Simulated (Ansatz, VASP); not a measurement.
One calculation of ZrO5, two programs

```
Zr O
1.0
     0.00000    2.97216    2.97216
     2.97216    0.00000    2.97216
     2.97216    2.97216    0.00000
Zr O
1 5
Cartesian
  0.0000 0.0000 0.0000
  4.4582 4.4582 4.4582
  3.7209 3.7209 2.2234
  3.7209 2.2234 3.7209
  2.2234 2.2234 2.2234
  2.2234 3.7209 3.7209
```

Change from the starting cell: species swapped into the DyCu5 type (F-43m, No. 216).

Alike in both runs: task relaxation of cell and atoms; functional PBE; k mesh 12 × 12 × 12; occupations gaussian, width 0.1 eV; no spin polarisation.

|  | VASP | Ansatz |
| --- | --- | --- |
| version | VASP 6.6.1 | Ansatz 0.2.0 |
| potentials or method | VASP PAW PBE potentials, release 64 (Zr_sv, O), cutoff 600 eV | scalar-relativistic, plane waves, PAW |
| valence electrons in the cell | 42 | 42 |

Ansatz gave:

- gap on the k mesh at the Fermi level, each at its own relaxed structure (eV): none
- relaxed volume (Å³/atom): 8.75
- relaxed cell length with the largest relative difference (Å): 4.203

Question: Which values does VASP return?

Answer: gap on the k mesh at the Fermi level, each at its own relaxed structure (eV): none; relaxed volume (Å³/atom): 8.73; relaxed cell length with the largest relative difference (Å): 4.200.

A gap of «none» marks a metal or a gap that the smearing closes.
